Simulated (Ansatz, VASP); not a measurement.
**One calculation of KMgF3, two programs**

```
K Mg F
1.0
     4.10548    0.00000    0.00000
     0.00000    4.10548    0.00000
     0.00000    0.00000    3.92611
K Mg F
1 1 3
Direct
  0.50000 0.50000 0.50000
  0.00000 0.00000 0.00000
  0.50000 0.00000 0.00000
  0.00000 0.50000 0.00000
  0.00000 0.00000 0.50000
```

Change from the starting cell: strain +0.030 along x and y, -0.015 along z, atoms carried along.

Alike in both runs: task single point; functional PBE; k mesh 6 × 6 × 6; occupations gaussian, width 0.05 eV; no spin polarisation.

|  | VASP | Ansatz |
| --- | --- | --- |
| version | VASP 6.6.1 | Ansatz 0.2.0 |
| potentials or method | VASP PAW PBE potentials, release 64 (K_sv, Mg, F), cutoff 520 eV | scalar-relativistic, plane waves, PAW |
| valence electrons in the cell | 32 | 40 |

```tsv
	VASP	Ansatz	Ansatz less VASP
gap on the k mesh at the Fermi level (eV)	6.97	7.00	+0.031
least direct gap on the mesh (eV)	7.29	7.32	+0.028
pressure (GPa)	0.3	0.7	+0.43
traceless stress, the component that is largest in VASP (GPa)	2.73	2.73	-0.004
```

With one functional, cell and mesh, what is left measures potentials, basis and numerics. VASP's potentials hold 32 valence electrons a cell and Ansatz's 40, so a difference there can come from the potentials and not from the codes.
